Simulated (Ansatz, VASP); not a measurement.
**Two plane-wave programs on Ga3O2**

```
Ga O
1.0
     3.53588    0.00000    0.00000
     0.00000    3.53588    0.00000
     0.00000    0.00000    8.07541
Ga O
3 2
Cartesian
  0.0000 0.0000 5.5777
  0.0000 0.0000 2.4977
  1.7679 1.7679 4.0377
  0.0000 0.0000 0.6854
  0.0000 0.0000 7.3900
```

Alike in both runs: functional PBE; k mesh 6 × 6 × 2; occupations gaussian, width 0.1 eV; no spin polarisation.

Ansatz relaxed the structure, and its values are those at the end. VASP's run is a single point on that final structure, the one shown.

```csv
,VASP,Ansatz
version,VASP 6.6.1,Ansatz 0.2.0
potentials or method,"VASP PAW PBE potentials, release 64 (Ga_d, O), cutoff 520 eV","scalar-relativistic, plane waves, PAW"
valence electrons in the cell,51,51
```

|  | VASP | Ansatz | Ansatz less VASP |
| --- | --- | --- | --- |
| gap on the k mesh at the Fermi level (eV) | none | none | - |
| pressure (GPa) | 0.4 | 0.2 | -0.17 |
| rms of the force components (eV/Å) | 0.083 | 0.014 | -0.0688 |

A gap of «none» marks a metal or a gap that the smearing closes. With one functional, cell and mesh, what is left measures potentials, basis and numerics.

The k mesh is coarse, so the values compare programs but aren't converged.
